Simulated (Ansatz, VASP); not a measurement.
**One calculation of Pt, two programs**

```
Pt
1.0
     0.00000    1.98477    2.14415
     1.98477    0.00000    2.14415
     1.98477    1.98477    0.00000
Pt
1
Direct
  0.00000 0.00000 0.00000
```

Alike in both runs: task single point; functional PBE; k mesh 22 × 22 × 22; occupations gaussian, width 0.15 eV; no spin polarisation.

```csv
,VASP,Ansatz
version,VASP 6.6.1,Ansatz 0.2.0
potentials or method,"VASP PAW PBE potentials, release 64 (Pt), cutoff 520 eV","scalar-relativistic, plane waves, PAW"
valence electrons in the cell,10,18
```

```tsv
	VASP	Ansatz	Ansatz less VASP
gap on the k mesh at the Fermi level (eV)	none	none	-
pressure (GPa)	-15.1	-14.8	+0.32
traceless stress, the component that is largest in VASP (GPa)	-3.98	-4.02	-0.043
```

A gap of «none» marks a metal or a gap that the smearing closes. VASP's potentials hold 10 valence electrons a cell and Ansatz's 18, so a difference there can come from the potentials and not from the codes.

Neither program's run includes spin-orbit coupling.
